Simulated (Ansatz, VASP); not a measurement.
## Ba: VASP beside Ansatz

INCAR

```
SYSTEM = Ba
ALGO = Normal ; EDIFF = 1E-6
ENCUT = 520 ; GGA = PE
ISIF = 2 ; ISMEAR = -1
LASPH = .TRUE. ; LCHARG = .TRUE.
LELF = .TRUE. ; LREAL = .FALSE.
LVHAR = .TRUE. ; LWAVE = .FALSE.
NBANDS = 11 ; NELM = 80
PREC = Accurate ; SIGMA = 0.1
```

KPOINTS

```
k-points
0
G
  10 10 10
  0 0 0
```

File POSCAR:

```
Ba
1.0
    0.0000000000      2.4362750038      2.4362750038
    2.4362750038      0.0000000000      2.4362750038
    2.4362750038      2.4362750038      0.0000000000
Ba
1
Direct
    0.0000000000      0.0000000000      0.0000000000
```

Input for Ansatz:

```yaml
crystal:
  lattice:
    - [0.0, 2.4362750038, 2.4362750038]
    - [2.4362750038, 0.0, 2.4362750038]
    - [2.4362750038, 2.4362750038, 0.0]
  atoms:
    - { symbol: Ba, position: [0.0, 0.0, 0.0] }
kpoints:
  mp_grid: { grid: [10, 10, 10] }
scf:
  occupations: { method: fermi_dirac, width: 0.1 }
hamiltonian:
  xc: pbe
  pseudopotentials: { kind: all_electron, datasets: crystal }
output:
  forces: true
  stress: true
  eigenvalues: true
```

Change from the starting cell: volume scaled by 0.45, crystal datasets.

Alike in both runs: task single point; functional PBE; k mesh 10 × 10 × 10; occupations fermi-dirac, width 0.1 eV; no spin polarisation.

|  | VASP | Ansatz |
| --- | --- | --- |
| version | VASP 6.6.1 | Ansatz 0.2.0 |
| potentials or method | VASP PAW PBE potentials, release 64 (Ba_sv), cutoff 520 eV | all-electron PAW with datasets made for the crystal, scalar-relativistic |

```tsv
	VASP	Ansatz	Ansatz less VASP
pressure (GPa)	19.9	16.9	-3.06
```

Ansatz ran all-electron here, and VASP with PAW potentials.

Neither program's run includes spin-orbit coupling.
